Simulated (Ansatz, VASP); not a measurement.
## I in VASP and in Ansatz

File INCAR:

```
SYSTEM = I
PREC = Accurate
ENCUT = 520
EDIFF = 1E-6
ISMEAR = -1
SIGMA = 0.08
LREAL = .FALSE.
LASPH = .TRUE.
NELM = 100
ALGO = Normal
ISIF = 2
LWAVE = .FALSE.
LCHARG = .TRUE.
GGA = PE
LELF = .TRUE.
LVHAR = .TRUE.
NBANDS = 14
```

KPOINTS

```
Automatic mesh
0
G
  12 12 7
  0 0 0
```

File POSCAR:

```
I
1.0
    2.7578695592      0.0000000000      0.0000000000
   -1.3789347796      2.3883850986      0.0000000000
    0.0000000000      0.0000000000      4.7027566411
I
2
Direct
    0.3333333333      0.6666666667      0.2500000000
    0.6666666667      0.3333333333      0.7500000000
```

Input for Ansatz:

```yaml
crystal:
  lattice:
    - [2.7578695592, 0.0, 0.0]
    - [-1.3789347796, 2.3883850986, 0.0]
    - [0.0, 0.0, 4.7027566411]
  atoms:
    - { symbol: I, position: [0.3333333333, 0.6666666667, 0.25] }
    - { symbol: I, position: [0.6666666667, 0.3333333333, 0.75] }
kpoints:
  mp_grid: { grid: [12, 12, 7] }
  band_path:
    path:
      - [0.0, 0.0, 0.0]
      - [0.5, 0.0, 0.0]
      - [0.3333333333, 0.3333333333, 0.0]
      - [0.0, 0.0, 0.0]
      - [0.0, 0.0, 0.5]
      - [0.5, 0.0, 0.5]
      - [0.3333333333, 0.3333333333, 0.5]
      - [0.0, 0.0, 0.5]
      - [0.5, 0.0, 0.5]
    npoints: 8
scf:
  occupations: { method: fermi_dirac, width: 0.08 }
hamiltonian:
  xc: pbe
  pseudopotentials: { kind: all_electron, lapw: { basis_error: 0.001 } }
output:
  forces: true
  stress: true
  eigenvalues: true
  populations: true
  dos: { projected: true, de: 0.2, e_range: [-14, 8] }
```

Change from the starting cell: volume scaled by 0.4, LAPW.

Alike in both runs: task single point; functional PBE; k mesh 12 × 12 × 7; occupations fermi-dirac, width 0.08 eV; no spin polarisation.

```csv
,VASP,Ansatz
version,VASP 6.6.1,Ansatz 0.2.0
potentials or method,"VASP PAW PBE potentials, release 64 (I), cutoff 520 eV","all-electron LAPW, scalar-relativistic"
```

Ansatz gave:

* pressure (GPa): 155.0
* traceless stress, the component that is largest in VASP (GPa): 0.52

**Question.** Estimate VASP's values.

**Answer.** Pressure (GPa): 154.5; traceless stress, the component that is largest in VASP (GPa): 0.63.

Both programs put the cell under a high pressure, so it lies far from rest at this level. Ansatz ran all-electron here, and VASP with PAW potentials.

Neither program's run includes spin-orbit coupling. Noted on VASP's run: the cell as given lies far from equilibrium.
